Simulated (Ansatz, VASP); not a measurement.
## One calculation of Ge, two programs

```
Ge
1.0
    -0.05761    2.88053    2.90934
     2.88053   -0.05761    2.90934
     2.82292    2.82292    0.00000
Ge
2
Cartesian
  2.8229 2.8229 2.9093
  4.2344 4.2344 4.3640
```

Change from the starting cell: engineering shear strain xy -0.0400, normal strain along z +0.0100.

Alike in both runs: task single point; functional PBE; k mesh 14 × 14 × 14; occupations gaussian, width 0.15 eV; no spin polarisation.

|  | VASP | Ansatz |
| --- | --- | --- |
| version | VASP 6.6.1 | Ansatz 0.2.0 |
| potentials or method | VASP PAW PBE potentials, release 64 (Ge_d), cutoff 520 eV | scalar-relativistic, plane waves, PAW |
| valence electrons in the cell | 28 | 28 |

VASP gave:

| Item | Value |
| --- | --- |
| gap on the k mesh at the Fermi level (eV) | none |
| pressure (GPa) | -0.4 |
| traceless stress, the component that is largest in VASP (GPa) | 2.79 |
| rms of the force components (eV/Å) | 0.165 |

**Question.** Which values does Ansatz return?

**Answer.** gap on the k mesh at the Fermi level (eV): none; pressure (GPa): -0.4; traceless stress, the component that is largest in VASP (GPa): 2.80; rms of the force components (eV/Å): 0.166.

Atom by atom the forces differ by 0.001 eV/Å (rms over components). A gap of «none» marks a metal or a gap that the smearing closes. With one functional, cell and mesh, what is left measures potentials, basis and numerics.
